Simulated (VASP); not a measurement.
Wanted: the native input for a VASP 6.6.1 run.

| Quantity | Value |
| --- | --- |
| Task | single point |
| Functional | PBE |
| Potentials or basis | VASP PAW PBE potentials, release 64 (Zr_sv, N) |
| Cutoff | 600 eV |
| k mesh | 8 × 8 × 8 |
| Occupations | gaussian, width 0.13 eV |
| Spin | no spin polarisation |
| Dipole correction | no |
| Further INCAR settings | ALGO = Normal; EDIFF = 1e-06; NBANDS = 16 |

The structure of ZrN lies in POSCAR:

```
ZrN
1.0
    0.0000000000      2.2942655869      2.2942655869
    2.2942655869      0.0000000000      2.2942655869
    2.2942655869      2.2942655869      0.0000000000
Zr N
1 1
Direct
    0.5000000000      0.5000000000      0.5000000000
    0.0000000000      0.0000000000      0.0000000000
```

These files were run (other wordings do the same):

INCAR

```
PREC = Accurate
ENCUT = 600
EDIFF = 1E-6
ISMEAR = 0
SIGMA = 0.13
LREAL = False
LASPH = True
NELM = 120
ALGO = Normal
ISIF = 2
LWAVE = False
LCHARG = True
GGA = PE
LELF = True
LVHAR = True
NBANDS = 16
GGA_COMPAT = False
```

KPOINTS

```
Automatic mesh
0
Gamma
  8 8 8
```

Potentials or basis: VASP PAW PBE potentials, release 64 (Zr_sv, N).

The run is started by

```sh
$ cat potpaw_PBE.64/Zr_sv/POTCAR potpaw_PBE.64/N/POTCAR > POTCAR
$ mpirun -np 1 vasp_std > vasp.out
```

It gave:

- Pressure: 1.4 GPa

Wall time 32 s on 1 thread of Intel Xeon 8259CL, on a shared host, peak memory 0.16 GiB.
